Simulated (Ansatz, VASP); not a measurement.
MgO in VASP and in Ansatz

```
Mg O
1.0
     3.28883    0.00000    0.00000
    -1.64441    2.84821    0.00000
     0.00000    0.00000    5.03226
Mg O
2 2
Direct
  0.33333 0.66667 0.00485
  0.66667 0.33333 0.50485
  0.33333 0.66667 0.39975
  0.66667 0.33333 0.89975
```

Alike in both runs: functional r2SCAN; k mesh 12 × 12 × 6; occupations gaussian, width 0.02 eV; no spin polarisation.

Ansatz relaxed the structure, and its values are those at the end. VASP's run is a single point on that final structure, the one shown.

|  | VASP | Ansatz |
| --- | --- | --- |
| version | VASP 6.6.1 | Ansatz 0.2.0 |
| potentials or method | VASP PAW PBE potentials, release 64 (Mg, O), cutoff 520 eV | scalar-relativistic, plane waves, PAW |
| valence electrons in the cell | 16 | 32 |

|  | VASP | Ansatz | Ansatz less VASP |
| --- | --- | --- | --- |
| gap on the k mesh at the Fermi level (eV) | 4.21 | 4.22 | +0.015 |
| least direct gap on the mesh (eV) | 4.21 | 4.22 | +0.015 |
| pressure (GPa) | -0.6 | 0.0 | +0.56 |

VASP's potentials were made for PBE, not for r2SCAN. VASP's potentials hold 16 valence electrons a cell and Ansatz's 32, so a difference there can come from the potentials and not from the codes.
